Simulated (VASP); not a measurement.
# Be3TeSe2 (P-6m2) in VASP: further runs

Runs on Be3TeSe2. Level: PBE. Tasks: single point.

All numbers are computed with VASP 6.6.1; they aren't measurements. Logs are shortened: lines on timing, memory, paths and dates and some standing lists are left out, and cuts for length are marked.

## (1) The cell of the first run

Symmetry: P-6m2, No. 187, hexagonal system. Conventional cell: a = 4.041 Å, b = 4.041 Å, c = 9.130 Å, α = 90.00°, β = 90.00°, γ = 120.00°. Within 3.1 Å of Be (site symmetry -6m2) lie 3 Be at 2.33 Å and 6 Se at 2.62 Å. Be (site symmetry -6m2) has 3 Te at 2.33 Å within 3.1 Å. Within 3.1 Å of Be (site symmetry -6m2) lie 3 Be at 2.33 Å and 6 Se at 2.62 Å. Te (site symmetry -6m2) has 3 Be at 2.33 Å within 3.1 Å. Se (site symmetry 3m) has 1 Se at 2.37 Å and 6 Be at 2.62 Å within 3.1 Å.

## (2) Single point, PBE

Input file INCAR:

```
  PREC = Accurate
  ENCUT = 600
  EDIFF = 1E-6
  ISMEAR = 0
  SIGMA = 0.15
  LREAL = F
  LASPH = T
  NELM = 120
  ALGO = Normal
  ISIF = 2
  LWAVE = F
  LCHARG = T
  GGA = PE
  LELF = T
  LVHAR = T
  NBANDS = 21
  GGA_COMPAT = F
```

Input file KPOINTS:

```
regular mesh
0
Gamma
  3 3 2
```

Input file POSCAR:

```
Be3TeSe2
1.0
    4.0410910095      0.0000000029      0.0000000000
   -2.0205455072      3.4996874718      0.0000000000
    0.0000000000      0.0000000000      9.1302469513
Be Te Se
3 1 2
Direct
    0.0000000000      0.0000000000      0.5000000000
    0.3333333333      0.6666666667      0.0000000000
    0.3333333333      0.6666666667      0.5000000000
    0.0000000000      0.0000000000      0.0000000000
    0.6666666667      0.3333333333      0.3699582242
    0.6666666667      0.3333333333      0.6300417758
```

Potentials or basis: VASP PAW PBE potentials, release 64 (Be, Te, Se).

On the command line:

```
cat potpaw_PBE.64/Be/POTCAR potpaw_PBE.64/Te/POTCAR potpaw_PBE.64/Se/POTCAR > POTCAR
mpirun -np 1 vasp_std > vasp.out
```

OUTCAR:

```text
PREC = Accurate
   ENCUT = 600
   EDIFF = 1E-6
   ISMEAR = 0
   LREAL = F
   LASPH = T
   NELM = 120
   ISIF = 2
   GGA = PE

 ion  position               nearest neighbor table
   1  0.000  0.000  0.500-   3 2.33   3 2.33   3 2.33
   2  0.333  0.667  0.000-   4 2.33   4 2.33   4 2.33
   3  0.333  0.667  0.500-   1 2.33   1 2.33   1 2.33
   4  0.000  0.000  0.000-   2 2.33   2 2.33   2 2.33
   5  0.667  0.333  0.370-   6 2.37
   6  0.667  0.333  0.630-   5 2.37

  LATTYP: Found a hexagonal cell.
 ALAT       =     4.0410910095
 C/A-ratio  =     2.2593519745

  Lattice vectors:

 A1 = (   4.0410910095,   0.0000000029,   0.0000000000)
 A2 = (  -2.0205455072,   3.4996874718,   0.0000000000)
 A3 = (   0.0000000000,   0.0000000000,   9.1302469513)

Analysis of symmetry for initial positions (statically):
=====================================================================
 Subroutine PRICEL returns:
 Original cell was already a primitive cell.

 Routine SETGRP: Setting up the symmetry group for a
 hexagonal supercell.

 Subroutine GETGRP returns: Found 12 space group operations
 (whereof 12 operations were pure point group operations)
 out of a pool of 24 trial point group operations.

The static configuration has the point symmetry D_3h.

Analysis of symmetry for dynamics (positions and initial velocities):
=====================================================================
 Subroutine PRICEL returns:
 Original cell was already a primitive cell.

 Routine SETGRP: Setting up the symmetry group for a
 hexagonal supercell.

 Subroutine GETGRP returns: Found 12 space group operations
 (whereof 12 operations were pure point group operations)
 out of a pool of 24 trial point group operations.

The dynamic configuration has the point symmetry D_3h.

 Subroutine INISYM returns: Found 12 space group operations
 (whereof 12 operations are pure point group operations),
 and found     1 'primitive' translations

----------------------------------------------------------------------------------------

                                     Primitive cell

[... 75 lines left out ...]
   LSORBIT =      F    spin-orbit coupling
   LASPH  =      T    aspherical Exc in radial PAW
   ENCUT  =  600.0 eV  44.10 Ry    6.64 a.u.   8.07  8.07 18.24*2*pi/ulx,y,z
   NELM   =    120;   NELMIN=  2; NELMDL= -5     # of ELM steps
   EDIFF  = 0.1E-05   stopping-criterion for ELM
   LREAL  =      F    real-space projection
   EDIFFG = 0.1E-04   stopping-criterion for IOM
   NSW    =      0    number of steps for IOM
   IBRION =     -1    ionic relax: 0-MD 1-quasi-New 2-CG
   NFREE  =      0    steps in history (QN), initial steepest desc. (CG)
   ISIF   =      2    stress and relaxation
   ISYM   =      2    0-nonsym 1-usesym 2-fastsym
   POTIM  = 0.5000    time-step for ionic-motion
   TEBEG  =    0.0;   TEEND  =   0.0 temperature during run
   PSTRESS=    0.0 pullay stress
   NELECT =      24.0000    total number of electrons
   NUPDOWN=      -1.0000    fix difference up-down
   EMIN   =  10.00;   EMAX   =-10.00  energy-range for DOS
   EFERMI =   0.00;   METHOD = LEGACY
   ISMEAR =     0;   SIGMA  =   0.15  broadening in eV -4-tet -1-fermi 0-gaus
   EFERMI_NEDOS =   21; number of points for ismear=-14 and -15
   IALGO  =     38    algorithm
   IMIX   =      4    mixing-type and parameters
     AMIX     =   0.40;   BMIX     =  1.00
     AMIX_MAG =   1.60;   BMIX_MAG =  1.00
  volume/ion in A,a.u.               =      21.52       145.23
  Fermi-wavevector in a.u.,A,eV,Ry     =   0.934276  1.765525 11.876135  0.872871
  Thomas-Fermi vector in A             =   2.061064
   LORBIT       =      0    0 simple, 1 ext, 2 COOP (PROOUT), +10 PAW based schemes
   GGA     = PE    functional components
   LHFCALC =     F    Hartree Fock is set to
   AEXX    =    0.0000 exact exchange contribution
   IVDW    =     0    specifies the selected vdW correction
   LEPSILON=     F    determine dielectric tensor
   LRPA    =     F    only Hartree local field effects (RPA)
 non-spin polarized calculation
 Gauss-broadening in eV      SIGMA  =   0.15
  energy-cutoff  :      600.00
  volume of cell :      129.13
 maximum number of plane-waves:      4324
   NGX = 17   NGY = 17   NGZ = 37

 number of electron      23.9999999 magnetization

 Free energy of the ion-electron system (eV)
  ---------------------------------------------------
  ext. energy  EPLUGINS =         0.00000000
  ---------------------------------------------------
  free energy    TOTEN  =       -19.56661840 eV

  energy without entropy =      -19.54898807  energy(sigma->0) =      -19.55780323

 E-fermi :   4.5256     XC(G=0):  -8.7176

 val. band max:        4.4612620440   @ k =   0.0000   0.0000   0.0000
 cond. band min:       4.7530298131   @ k =   0.0000   0.0000   0.0000
 fundamental gap:      0.2917677692
 Fermi energy:         4.5256165415

 k-point     1 :       0.0000    0.0000    0.0000
  band No.  band energies     occupation
      1     -11.6471      2.00000
      2      -8.6222      2.00000
      3      -8.4510      2.00000
      4      -1.3340      2.00000
      5       0.2431      2.00000
      6       0.4148      2.00000
[... 133 lines left out ...]
     20       9.5772      0.00000
     21       9.7068      0.00000

------------------------ aborting loop because EDIFF is reached ----------------------------------------

  FORCE on cell =-STRESS in cart. coord.  units (eV):
  Direction    XX          YY          ZZ          XY          YZ          ZX
  --------------------------------------------------------------------------------------
  -------------------------------------------------------------------------------------
  Total        0.1594613      0.1594613      0.6089060      0.0000000     -0.0000000      0.0000000
  in kB        1.9785887      1.9785887      7.5552772      0.0000000     -0.0000000      0.0000000
  external PRESSURE =       3.8374849 kB  Pullay stress =       0.0000000 kB

 VOLUME and BASIS-vectors are now :
 -----------------------------------------------------------------------------
  energy-cutoff  :      600.00
  volume of cell :      129.13
      direct lattice vectors                 reciprocal lattice vectors
     4.041091009  0.000000003  0.000000000     0.247457926  0.142869900  0.000000000
    -2.020545507  3.499687472  0.000000000    -0.000000000  0.285739800  0.000000000
     0.000000000  0.000000000  9.130246951     0.000000000  0.000000000  0.109526063

 POSITION                                       TOTAL-FORCE (eV/Angst)
 -----------------------------------------------------------------------------------
      0.00000      0.00000      4.56512        -0.000000      0.000000     -0.000000
     -0.00000      2.33312      0.00000        -0.000000      0.000000     -0.000000
     -0.00000      2.33312      4.56512        -0.000000      0.000000     -0.000000
      0.00000      0.00000      0.00000        -0.000000      0.000000     -0.000000
      2.02055      1.16656      3.37781         0.000000     -0.000000     -0.045112
      2.02055      1.16656      5.75244         0.000000      0.000000      0.045112
 -----------------------------------------------------------------------------------
    total drift:                               -0.000000      0.000000      0.000000

  FREE ENERGIE OF THE ION-ELECTRON SYSTEM (eV)
  ---------------------------------------------------
  free  energy   TOTEN  =       -19.5666183985 eV

  energy  without entropy=      -19.5489880708  energy(sigma->0) =      -19.55780323
```

OSZICAR:

```text
N       E                     dE             d eps       ncg     rms          rms(c)
DAV:   1     0.978002148302E+02    0.97800E+02   -0.99360E+03   252   0.104E+03
DAV:   2    -0.108300304018E+02   -0.10863E+03   -0.10334E+03   324   0.172E+02
DAV:   3    -0.200812455434E+02   -0.92512E+01   -0.91461E+01   339   0.511E+01
DAV:   4    -0.202176403659E+02   -0.13639E+00   -0.13625E+00   307   0.681E+00
DAV:   5    -0.202197166334E+02   -0.20763E-02   -0.20761E-02   350   0.929E-01    0.770E+00
DAV:   6    -0.196805647324E+02    0.53915E+00   -0.48879E-01   287   0.337E+00    0.438E+00
DAV:   7    -0.195774467440E+02    0.10312E+00   -0.54254E-01   305   0.282E+00    0.110E+00
DAV:   8    -0.195677277924E+02    0.97190E-02   -0.60852E-02   318   0.136E+00    0.196E-01
DAV:   9    -0.195669595838E+02    0.76821E-03   -0.71952E-03   315   0.407E-01    0.160E-01
DAV:  10    -0.195667260020E+02    0.23358E-03   -0.10695E-03   307   0.154E-01    0.724E-02
DAV:  11    -0.195666057146E+02    0.12029E-03   -0.82145E-04   339   0.139E-01    0.345E-02
DAV:  12    -0.195666144140E+02   -0.86995E-05   -0.14053E-04   315   0.502E-02    0.153E-02
DAV:  13    -0.195666176126E+02   -0.31985E-05   -0.75197E-06   334   0.143E-02    0.620E-03
DAV:  14    -0.195666183985E+02   -0.78595E-06   -0.21569E-06   296   0.743E-03
   1 F= -.19566618E+02 E0= -.19557803E+02  d E =-.176303E-01
```

stdout:

```text
POSCAR found type information on POSCAR BeTeSe
 POSCAR found :  3 types and       6 ions
 scaLAPACK will be used
 LDA part: xc-table for (Slater+PW92), standard interpolation
 POSCAR, INCAR and KPOINTS ok, starting setup
 FFT: planning ... GRIDC
 FFT: planning ... GRID_SOFT
 FFT: planning ... GRID
 WAVECAR not read
 entering main loop
```

Wall time 23 s (1 thread of Intel Xeon Platinum 8488C (Sapphire Rapids), shared host); peak memory 0.27 GiB.

Results:

```yaml
Free_energy: -19.5666 eV
Pressure: 0.4 GPa
Largest_force: 0.045 eV/Å
Band_gap_on_the_k_mesh: zero (band 12 reaches 4.94 eV, above the bottom of band 13 at 4.13 eV)
```

Forces in eV/Å, atoms in the order of the input:
```
Be   0.000  0.000  0.000
Be   0.000  0.000  0.000
Be   0.000  0.000  0.000
Te   0.000  0.000  0.000
Se   0.000  0.000 -0.045
Se   0.000  0.000  0.045
```

Stress tensor (GPa, compression positive):
```
0.20 0.00 0.00
0.00 0.20 0.00
0.00 0.00 0.76
```

Levels at points of the mesh, in eV from the Fermi level:
```csv
k point,band 10,band 11,band 12,band 13,band 14,band 15
"(0.00, 0.00, 0.00)",-1.85,-1.17,-1.17,-0.06,-0.06,0.23
"(0.00, 0.00, 0.50)",-1.72,-1.18,-1.18,-0.39,-0.07,-0.07
```

Caveat: the k points lie up to 0.60 Å⁻¹ apart; spin-orbit coupling is left out, which moves the levels of the heavy elements; this functional lacks dispersion, which binds the layers, so the pressure and a relaxed spacing across them are unreliable.

## (3) Single point, PBE

This run uses another cell than the first one, of 22.55 Å³/atom, 1.048 times its volume.

Input file INCAR:

```
SYSTEM = Be3TeSe2
ALGO = Normal
EDIFF = 1E-6
ENCUT = 600
GGA = PE
GGA_COMPAT = .FALSE.
ISIF = 2
ISMEAR = 0
LASPH = .TRUE.
LCHARG = .FALSE.
LREAL = .FALSE.
LWAVE = .FALSE.
NBANDS = 21
NELM = 120
PREC = Accurate
SIGMA = 0.15
```

Input file KPOINTS:

```
k-points
0
G
  3 3 2
  0 0 0
```

Input file POSCAR:

```
Be3TeSe2
1.0
    5.0182863790      0.0000000000      0.0000000000
   -2.5091431895      4.3459634877      0.0000000000
    0.0000000000      0.0000000000      6.2025598684
Be Te Se
3 1 2
Direct
    0.6666666667      0.3333333333      0.6563030373
    0.6666666667      0.3333333333      0.3436969627
    0.0000000000      0.0000000000      0.0000000000
    0.3333333333      0.6666666667      0.0000000000
    0.3333333333      0.6666666667      0.5000000000
    0.6666666667      0.3333333333      0.0000000000
```

Potentials or basis: VASP PAW PBE potentials, release 64 (Be, Te, Se).

On the command line:

```
cat potpaw_PBE.64/Be/POTCAR potpaw_PBE.64/Te/POTCAR potpaw_PBE.64/Se/POTCAR > POTCAR
mpirun -np 1 vasp_std > vasp.out
```

Wall time 21 s (1 thread of Intel Xeon Platinum 8488C (Sapphire Rapids), shared host); peak memory 0.26 GiB.

It converged, with:

| Quantity | Value |
| --- | --- |
| Free energy | -16.8632 eV |
| Pressure | 0.0 GPa |
| Largest force | 0.027 eV/Å |
| Band gap on the k mesh | zero (band 12 reaches 3.87 eV, above the bottom of band 13 at 2.53 eV) |

Forces on the atoms (eV/Å):
```
Be   0.000  0.000  0.027
Be   0.000  0.000 -0.027
Be   0.000  0.000  0.000
Te   0.000  0.000  0.000
Se   0.000  0.000  0.000
Se   0.000  0.000  0.000
```

Stress tensor (GPa, compression positive):
```
 0.12  0.00  0.00
 0.00  0.12  0.00
 0.00  0.00 -0.17
```

Levels at points of the mesh, in eV from the Fermi level:
| k point | band 9 | band 10 | band 11 | band 12 | band 13 | band 14 | band 15 | band 16 |
| --- | --- | --- | --- | --- | --- | --- | --- | --- |
| (0.00, 0.00, 0.00) | -2.39 | -2.39 | -1.53 | -1.53 | -0.46 | 2.06 | 2.81 | 2.81 |
| (0.00, 0.00, 0.50) | -2.08 | -2.08 | -2.05 | -1.95 | -1.01 | -0.60 | 1.76 | 1.76 |

Caveat: the k points lie up to 0.51 Å⁻¹ apart; spin-orbit coupling is left out, which moves the levels of the heavy elements.
